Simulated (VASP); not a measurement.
A run of VASP 6.6.1:

Contents of INCAR:

```
ALGO     = Fast           # electronic algorithm
EDIFF    = 1E-6           # SCF threshold, eV
ENCUT    = 520            # plane-wave cutoff, eV
GGA      = PS             # functional
ISIF     = 2              # what is computed and relaxed
ISMEAR   = 0              # smearing method
LASPH    = True           # aspherical terms in the spheres
LCHARG   = False          # write CHGCAR
LREAL    = False          # projectors in reciprocal space
LWAVE    = False          # write WAVECAR
NBANDS   = 18             # bands
NELM     = 80             # most SCF steps
PREC     = Accurate       # precision mode
SIGMA    = 0.1            # smearing width, eV
```

File KPOINTS:

```
k-points
0
Gamma
  18 18 20
```

POSCAR

```
Cu
1.0
    2.8901834593      0.0000000000      0.0000000000
    0.0000000000      2.8901834593      0.0000000000
    0.0000000000      0.0000000000      2.6656141102
Cu
2
Direct
    0.0000000000      0.0000000000      0.0000000000
    0.5000000000      0.5000000000      0.5000000000
```

Potentials or basis: VASP PAW PBE potentials, release 64 (Cu).

Launch:

```bash
$ cat potpaw_PBE.64/Cu/POTCAR > POTCAR
$ mpirun -np 1 vasp_std > vasp.out
```

Hardware: 1 thread of AMD EPYC 9R14 (Zen 4), on a shared host.

Question: How long does it take, and how much memory?

Answer: Wall time 3.5 min on 1 thread of AMD EPYC 9R14 (Zen 4), on a shared host, peak memory 0.27 GiB. Counts: scf iterations 14, k points 605.
